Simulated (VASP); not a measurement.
Input of a VASP 6.6.1 run:

The input INCAR:

```
PREC = Accurate
ENCUT = 500
EDIFF = 1E-6
ISMEAR = -1
SIGMA = 0.1
LREAL = False
LASPH = True
NELM = 200
ALGO = Normal
ISIF = 2
LWAVE = False
LCHARG = True
ISPIN = 2
MAGMOM = 0
LORBIT = 11
LMAXMIX = 4
GGA = PE
LELF = True
LVHAR = True
NBANDS = 16
GGA_COMPAT = False
```

File KPOINTS:

```
Automatic mesh
0
Gamma
  8 8 8
```

POSCAR

```
Sc
1.0
   -1.7819180000      1.7819180000      1.7819180000
    1.7819180000     -1.7819180000      1.7819180000
    1.7819180000      1.7819180000     -1.7819180000
Sc
1
Direct
    0.0000000000      0.0000000000      0.0000000000
```

Potentials or basis: VASP PAW PBE potentials, release 64 (Sc_sv).

Launch:

```console
$ cat potpaw_PBE.64/Sc_sv/POTCAR > POTCAR
$ mpirun -np 1 vasp_std > vasp.out
```

What does it give for the pressure?

6.0 GPa.

Estimate the net moment.

0.00 μB per cell.

Caveat: the cell stands under pressure.
